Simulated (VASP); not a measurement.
# Si in VASP: further runs, part 2 of 2

VASP 6.6.1. Earlier steps stand in the parts before.

## 3. Relaxation of cell and atoms, PBE

This run uses another cell than the first one, of 16.84 Å³/atom.

Input file INCAR:

```
PREC = Accurate
ENCUT = 600
EDIFF = 1E-6
ISMEAR = 0
SIGMA = 0.1
LREAL = F
LASPH = T
NELM = 100
ALGO = Normal
ISIF = 3
LWAVE = F
LCHARG = F
GGA = PE
IBRION = 2
NSW = 90
EDIFFG = -0.04
```

Input file KPOINTS:

```
Automatic mesh
0
Gamma
  6 6 1
```

Input file POSCAR:

```
Si
1.0
    3.6246345500      0.0000000000      0.0000000000
   -1.8123172700      3.1390256000      0.0000000000
    0.0000000000      0.0000000000     17.7659764100
Si
12
Direct
    0.0000000000      0.0000000000      0.8125000000
    0.0000000000      0.0000000000      0.3125000000
    0.3333333300      0.6666666700      0.9792000100
    0.6666666700      0.3333333300      0.4792000100
    0.3333333300      0.6666666700      0.6457999900
    0.6666666700      0.3333333300      0.1457999900
    0.0000000000      0.0000000000      0.6875000000
    0.0000000000      0.0000000000      0.1875000000
    0.3333333300      0.6666666700      0.8542000100
    0.6666666700      0.3333333300      0.3542000100
    0.3333333300      0.6666666700      0.5207999900
    0.6666666700      0.3333333300      0.0207999900
```

Potentials or basis: VASP PAW PBE potentials, release 64 (Si).

On the command line:

```console
$ cat potpaw_PBE.64/Si/POTCAR > POTCAR
$ mpirun -np 1 vasp_std > vasp.out
```

OUTCAR:

```text
PREC = Accurate
   ENCUT = 600
   EDIFF = 1E-6
   ISMEAR = 0
   LREAL = F
   LASPH = T
   NELM = 100
   ISIF = 3
   GGA = PE
   IBRION = 2
   NSW = 90
   EDIFFG = -0.04

 ion  position               nearest neighbor table
   1  0.000  0.000  0.812-   9 2.22   9 2.22   9 2.22   7 2.22
   2  0.000  0.000  0.312-  10 2.22  10 2.22  10 2.22   8 2.22
   3  0.333  0.667  0.979-  12 2.22  12 2.22  12 2.22   9 2.22
   4  0.667  0.333  0.479-  11 2.22  11 2.22  11 2.22  10 2.22
   5  0.333  0.667  0.646-   7 2.22   7 2.22   7 2.22  11 2.22
   6  0.667  0.333  0.146-   8 2.22   8 2.22   8 2.22  12 2.22
   7  0.000  0.000  0.688-   5 2.22   5 2.22   5 2.22   1 2.22
   8  0.000  0.000  0.188-   6 2.22   6 2.22   6 2.22   2 2.22
   9  0.333  0.667  0.854-   1 2.22   1 2.22   1 2.22   3 2.22
  10  0.667  0.333  0.354-   2 2.22   2 2.22   2 2.22   4 2.22
  11  0.333  0.667  0.521-   4 2.22   4 2.22   4 2.22   5 2.22
  12  0.667  0.333  0.021-   3 2.22   3 2.22   3 2.22   6 2.22

  LATTYP: Found a hexagonal cell.
 ALAT       =     3.6246345500
 C/A-ratio  =     4.9014531437

  Lattice vectors:

 A1 = (   3.6246345500,   0.0000000000,   0.0000000000)
 A2 = (  -1.8123172700,   3.1390256000,   0.0000000000)
 A3 = (   0.0000000000,   0.0000000000,  17.7659764100)

Analysis of symmetry for initial positions (statically):
=====================================================================
 Subroutine PRICEL returns:
 Original cell was already a primitive cell.

 Routine SETGRP: Setting up the symmetry group for a
 hexagonal supercell.

 Subroutine GETGRP returns: Found 24 space group operations
 (whereof 12 operations were pure point group operations)
 out of a pool of 24 trial point group operations.

The static configuration has the point symmetry D_3d.
 The point group associated with its full space group is D_6h.

Analysis of symmetry for dynamics (positions and initial velocities):
=====================================================================
 Subroutine PRICEL returns:
 Original cell was already a primitive cell.

 Routine SETGRP: Setting up the symmetry group for a
 hexagonal supercell.

 Subroutine GETGRP returns: Found 24 space group operations
[... 100 lines left out ...]
   ISPIN  =      1    spin polarized calculation?
   LNONCOLLINEAR =      F non collinear calculations
   LSORBIT =      F    spin-orbit coupling
   LASPH  =      T    aspherical Exc in radial PAW
   ENCUT  =  600.0 eV  44.10 Ry    6.64 a.u.   7.24  7.24 35.48*2*pi/ulx,y,z
   NELM   =    100;   NELMIN=  2; NELMDL= -5     # of ELM steps
   EDIFF  = 0.1E-05   stopping-criterion for ELM
   LREAL  =      F    real-space projection
   EDIFFG = -.4E-01   stopping-criterion for IOM
   NSW    =     90    number of steps for IOM
   IBRION =      2    ionic relax: 0-MD 1-quasi-New 2-CG
   NFREE  =      1    steps in history (QN), initial steepest desc. (CG)
   ISIF   =      3    stress and relaxation
   ISYM   =      2    0-nonsym 1-usesym 2-fastsym
   POTIM  = 0.5000    time-step for ionic-motion
   TEBEG  =    0.0;   TEEND  =   0.0 temperature during run
   PSTRESS=    0.0 pullay stress
   NELECT =      48.0000    total number of electrons
   NUPDOWN=      -1.0000    fix difference up-down
   EMIN   =  10.00;   EMAX   =-10.00  energy-range for DOS
   EFERMI =   0.00;   METHOD = LEGACY
   ISMEAR =     0;   SIGMA  =   0.10  broadening in eV -4-tet -1-fermi 0-gaus
   EFERMI_NEDOS =   21; number of points for ismear=-14 and -15
   IALGO  =     38    algorithm
   IMIX   =      4    mixing-type and parameters
     AMIX     =   0.40;   BMIX     =  1.00
     AMIX_MAG =   1.60;   BMIX_MAG =  1.00
  volume/ion in A,a.u.               =      16.84       113.67
  Fermi-wavevector in a.u.,A,eV,Ry     =   1.013769  1.915746 13.983094  1.027728
  Thomas-Fermi vector in A             =   2.146958
   LORBIT       =      0    0 simple, 1 ext, 2 COOP (PROOUT), +10 PAW based schemes
   GGA     = PE    functional components
   LHFCALC =     F    Hartree Fock is set to
   AEXX    =    0.0000 exact exchange contribution
   IVDW    =     0    specifies the selected vdW correction
   LEPSILON=     F    determine dielectric tensor
   LRPA    =     F    only Hartree local field effects (RPA)
 conjugate gradient relaxation of ions
 non-spin polarized calculation
 Gauss-broadening in eV      SIGMA  =   0.10
  energy-cutoff  :      600.00
  volume of cell :      202.14
 maximum number of plane-waves:      6833
 NGX is ok and might be reduce to    30
   NGX = 15   NGY = 15   NGZ = 71

--------------------------------------- Ionic step        1  -------------------------------------------

 number of electron      48.0000002 magnetization

 Free energy of the ion-electron system (eV)
  ---------------------------------------------------
  ext. energy  EPLUGINS =         0.00000000
  ---------------------------------------------------
  free energy    TOTEN  =       -62.05378820 eV

  energy without entropy =      -62.04986210  energy(sigma->0) =      -62.05182515

 E-fermi :   7.8974     XC(G=0): -10.0986

 val. band max:        7.8238628183   @ k =   0.0000   0.0000   0.0000
 cond. band min:       7.9879279346   @ k =   0.5000   0.0000   0.0000
 fundamental gap:      0.1640651163
 Fermi energy:         7.8974012405
[... 664 lines left out ...]
--------------------------------------- Ionic step        5  -------------------------------------------

 number of electron      48.0000001 magnetization

 Free energy of the ion-electron system (eV)
  ---------------------------------------------------
  ext. energy  EPLUGINS =         0.00000000
  ---------------------------------------------------
  free energy    TOTEN  =       -64.98759932 eV

  energy without entropy =      -64.98759860  energy(sigma->0) =      -64.98759896

 E-fermi :   5.9995     XC(G=0):  -9.3274

 val. band max:        5.6981311991   @ k =   0.0000   0.0000   0.0000
 cond. band min:       6.3072855715   @ k =   0.5000   0.0000   0.0000
 fundamental gap:      0.6091543724
 Fermi energy:         5.9995263480
[... 275 lines left out ...]
  FREE ENERGIE OF THE ION-ELECTRON SYSTEM (eV)
  ---------------------------------------------------
  free  energy   TOTEN  =       -64.9875993162 eV

  energy  without entropy=      -64.9875985968  energy(sigma->0) =      -64.98759896

 reached required accuracy - stopping structural energy minimisation
```

OSZICAR:

```text
N       E                     dE             d eps       ncg     rms          rms(c)
DAV:   1     0.149549980043E+03    0.14955E+03   -0.21034E+04   434   0.147E+03
DAV:   2    -0.525555636848E+02   -0.20211E+03   -0.19136E+03   538   0.198E+02
DAV:   3    -0.635940140935E+02   -0.11038E+02   -0.10795E+02   548   0.431E+01
[... 44 lines left out ...]
DAV:   1    -0.649875760841E+02   -0.37256E-03   -0.72192E-03   462   0.344E-01    0.438E-02
DAV:   2    -0.649876067108E+02   -0.30627E-04   -0.44479E-04   540   0.102E-01    0.160E-02
DAV:   3    -0.649876005721E+02    0.61387E-05   -0.15592E-05   520   0.201E-02    0.890E-03
DAV:   4    -0.649875993232E+02    0.12489E-05   -0.93386E-06   540   0.123E-02    0.246E-03
DAV:   5    -0.649875993162E+02    0.70204E-08   -0.11240E-06   308   0.545E-03
   5 F= -.64987599E+02 E0= -.64987599E+02  d E =-.395471E-03
```

It took 7.2 min on 1 thread of Intel Xeon 8259CL, shared host; peak memory 0.36 GiB.

What came out:

| Item | Value |
| --- | --- |
| Free energy | -64.9876 eV |
| Relaxed volume | 20.43 Å³/atom |
| Relaxed cell | a = 3.864 Å, b = 3.864 Å, c = 18.956 Å, α = 90.00°, β = 90.00°, γ = 120.00° |
| Space group after relaxing (to 0.1 Å) | P6_3/mmc (No. 194) |
| Energy gained by relaxing | 244.5 meV/atom |
| Ionic steps | 5 |
| Pressure after relaxing | 0.0 GPa |
| Largest force after relaxing | 0.021 eV/Å |
| Band gap on the k mesh | 0.61 eV (least direct gap 1.27 eV) |

Forces on the atoms (eV/Å):
```
Si   0.000  0.000  0.017
Si   0.000  0.000  0.017
Si   0.000  0.000  0.018
Si   0.000  0.000  0.018
Si   0.000  0.000 -0.021
Si   0.000  0.000 -0.021
Si   0.000  0.000 -0.017
Si   0.000  0.000 -0.017
Si   0.000  0.000  0.021
Si   0.000  0.000  0.021
Si   0.000  0.000 -0.018
Si   0.000  0.000 -0.018
```

Step by step:
| step | energy change (eV) | largest force (eV/Å) | pressure (GPa) | volume (Å³) |
| --- | --- | --- | --- | --- |
| 1 | 0.0000 | 0.1909 | 25.72 | 202.14 |
| 2 | -1.1164 | 0.0483 | -10.57 | 292.02 |
| 3 | -2.9325 | 0.0534 | -0.32 | 246.05 |
| 4 | -2.9334 | 0.0536 | 0.02 | 245.11 |
| 5 | -2.9338 | 0.0206 | 0.02 | 245.11 |

Final structure:
```xyz
12
Lattice="3.8640 0.0000 0.0000 -1.9320 3.3464 0.0000 0.0000 0.0000 18.9557" Properties=species:S:1:pos:R:3 pbc="T T T"
Si    0.0000    0.0000   15.4078
Si    1.9320    3.3464    5.9299
Si    0.0000    2.2309   18.5607
Si    1.9320    1.1155    9.0829
Si    0.0000    2.2309   12.2371
Si    1.9320    1.1155    2.7592
Si    0.0000    0.0000   13.0258
Si    1.9320    3.3464    3.5479
Si    0.0000    2.2309   16.1965
Si    1.9320    1.1155    6.7186
Si    0.0000    2.2309    9.8729
Si    1.9320    1.1155    0.3950
```

Levels at points of the mesh, in eV from the valence-band top:
```
           k point  band 22  band 23  band 24  band 25  band 26  band 27
(0.00, 0.00, 0.00)    -0.08     0.00     0.00     1.27     1.44     1.69
(0.50, 0.00, 0.00)    -1.81    -1.72    -1.25     0.61     0.95     1.04
```

Caveat: the volume moved by over 15 % at a fixed basis, so the end points are rough; semilocal functionals underestimate gaps, and a narrow one can read as zero. A k mesh can miss the band edges.

## 4. Single point, PBE

Input file INCAR:

```
PREC     = Accurate       # precision mode
ENCUT    = 520            # plane-wave cutoff, eV
EDIFF    = 1E-6           # SCF threshold, eV
ISMEAR   = 0              # smearing method
SIGMA    = 0.1            # smearing width, eV
LREAL    = False          # projectors in reciprocal space
LASPH    = True           # aspherical terms in the spheres
NELM     = 60             # most SCF steps
ALGO     = Normal         # electronic algorithm
ISIF     = 2              # what is computed and relaxed
LWAVE    = False          # write WAVECAR
LCHARG   = False          # write CHGCAR
GGA      = PE             # functional
NBANDS   = 36             # bands
```

KPOINTS is that of step 3.

Input file POSCAR:

```
Si
1.0
    3.8645641472      0.0000276447      0.0000240192
   -1.9322556307      3.3468357180      0.0002161904
    0.0000042118      0.0016664059     18.9652549620
Si
12
Direct
    0.9995239211     -0.0002214540      0.8129090727
    1.0006666223      0.0005195508      0.3129059759
    0.3335962373      0.6667310257      0.9792415038
    0.6666472966      0.3333057902      0.4792520725
    0.3330635291      0.6664013175      0.6454131526
    0.6665066858      0.3333100684      0.1454092496
   -0.0003264390     -0.0003263486      0.6870981692
   -0.0000951478      0.0000096284      0.1870871177
    0.3328824531      0.6664623329      0.8545896931
    0.6672890435      0.3338063078      0.3545874054
    0.3332710760      0.6666016666      0.5207544267
    0.6669747220      0.3334001143      0.0207521605
```

On the command line:

```console
$ cat potpaw_PBE.64/Si/POTCAR > POTCAR
$ mpirun -np 1 vasp_std > vasp.out
```

Run time: 6 min. Hardware: 1 thread of Intel Xeon 8259CL, shared host; peak memory 0.38 GiB.

The run converged. Its results:

| Property | Result |
| --- | --- |
| Free energy | -64.9899 eV |
| Pressure | 0.0 GPa |
| Largest force | 0.003 eV/Å |
| Band gap on the k mesh | 0.61 eV (least direct gap 1.28 eV) |

Forces in eV/Å, atoms in the order of the input:
```
Si   0.001  0.001 -0.001
Si  -0.002 -0.002 -0.001
Si   0.000  0.000  0.002
Si   0.000  0.001 -0.001
Si   0.000 -0.001  0.000
Si   0.003  0.002  0.000
Si   0.001  0.002  0.000
Si  -0.001 -0.001  0.002
Si   0.001 -0.001 -0.001
Si   0.000  0.000  0.001
Si   0.000  0.000  0.000
Si  -0.003 -0.001 -0.001
```

Levels at points of the mesh, in eV from the valence-band top:
| k point | band 20 | band 21 | band 22 | band 23 | band 24 | band 25 | band 26 | band 27 | band 28 | band 29 |
| --- | --- | --- | --- | --- | --- | --- | --- | --- | --- | --- |
| (0.00, 0.00, 0.00) | -0.41 | -0.41 | -0.08 | 0.00 | 0.00 | 1.28 | 1.45 | 1.68 | 2.16 | 2.36 |
| (0.50, 0.00, 0.00) | -2.27 | -1.81 | -1.81 | -1.72 | -1.25 | 0.61 | 0.96 | 1.03 | 1.30 | 1.60 |
| (0.00, 0.50, 0.00) | -2.26 | -1.81 | -1.81 | -1.72 | -1.25 | 0.61 | 0.96 | 1.03 | 1.29 | 1.60 |
| (0.50, 0.50, 0.00) | -2.26 | -1.81 | -1.81 | -1.72 | -1.25 | 0.61 | 0.96 | 1.03 | 1.29 | 1.60 |

Caveat: semilocal functionals underestimate gaps, and a narrow one can read as zero.

## 5. Overview

```csv
task,cell,cutoff (eV),gap on the mesh (eV),pressure (GPa),largest force (eV/Å)
single point,"a = 3.862, b = 3.862, c = 18.989 Å, angles 90.0, 90.0, 120.0°, 12 atoms, atomic positions A",520,0.62,0.0,0.01
relaxation of cell and atoms,"relaxed from a = 3.625, b = 3.625, c = 17.766 Å, angles 90.0, 90.0, 120.0°, 12 atoms, atomic positions B",600,0.61,0.0,0.02
single point,"a = 3.865, b = 3.865, c = 18.965 Å, angles 90.0, 90.0, 120.0°, 12 atoms, atomic positions C",520,0.61,0.0,-
```

Alike in all rows: level PBE; potentials or basis VASP PAW PBE potentials, release 64 (Si); no spin polarisation; k mesh 6 × 6 × 1; smearing gaussian 0.1 eV.

Caveats: semilocal functionals underestimate gaps, and a narrow one can read as zero; the volume moved by over 15 % at a fixed basis, so the end points are rough (at least some runs).

Total energies depend on the potentials used, so only differences within one code and one set of settings carry meaning.
